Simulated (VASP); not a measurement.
Set up this calculation in VASP 6.6.1, as the native input.

| Quantity | Value |
| --- | --- |
| Task | single point |
| Functional | PBEsol |
| Potentials or basis | VASP PAW PBE potentials, release 64 (Sr_sv, Ti_sv, O) |
| Cutoff | 520 eV |
| k mesh | 8 × 8 × 8 |
| Occupations | gaussian, width 0.05 eV |
| Spin | no spin polarisation |
| Dipole correction | no |
| Further INCAR settings | ALGO = Normal; EDIFF = 1e-06; NBANDS = 28 |

The structure of SrTiO3 lies in POSCAR:

```
SrTiO3
1.0
    3.7743865313      0.0000000000      0.0000000000
    0.0000000000      3.7743865313      0.0000000000
    0.0000000000      0.0000000000      3.8327533334
Sr Ti O
1 1 3
Direct
    0.0000000000      0.0000000000      0.0000000000
    0.5000000000      0.5000000000      0.5000000000
    0.0000000000      0.5000000000      0.5000000000
    0.5000000000      0.0000000000      0.5000000000
    0.5000000000      0.5000000000      0.0000000000
```

This cell differs from its parent crystal: strain -0.030 along x and y, -0.015 along z.

The input as run:

INCAR

```
SYSTEM = SrTiO3
PREC = Accurate
ENCUT = 520
EDIFF = 1E-6
ISMEAR = 0
SIGMA = 0.05
LREAL = .False.
LASPH = .True.
NELM = 60
ALGO = Normal
ISIF = 2
LWAVE = .False.
LCHARG = .False.
GGA = PS
NBANDS = 28
```

KPOINTS

```
regular mesh
0
Gamma
  8 8 8
  0 0 0
```

Potentials or basis: VASP PAW PBE potentials, release 64 (Sr_sv, Ti_sv, O).

Launch:

```sh
$ cat potpaw_PBE.64/Sr_sv/POTCAR potpaw_PBE.64/Ti_sv/POTCAR potpaw_PBE.64/O/POTCAR > POTCAR
$ mpirun -np 1 vasp_std > vasp.out
```

It gave:

The pressure is 17.6 GPa. The band gap on the k mesh is 1.90 eV (least direct gap 2.22 eV).

Caveat: the cell differs from its parent crystal (strain -0.030 along x and y, -0.015 along z); the cell stands under pressure; the PAW data sets were made with another functional, which shifts forces and pressure a little.

Run time: 47 s on 1 thread of Intel(R) Xeon(R) 6975P-C (Granite Rapids), with other jobs on the host, peak memory 0.24 GiB.
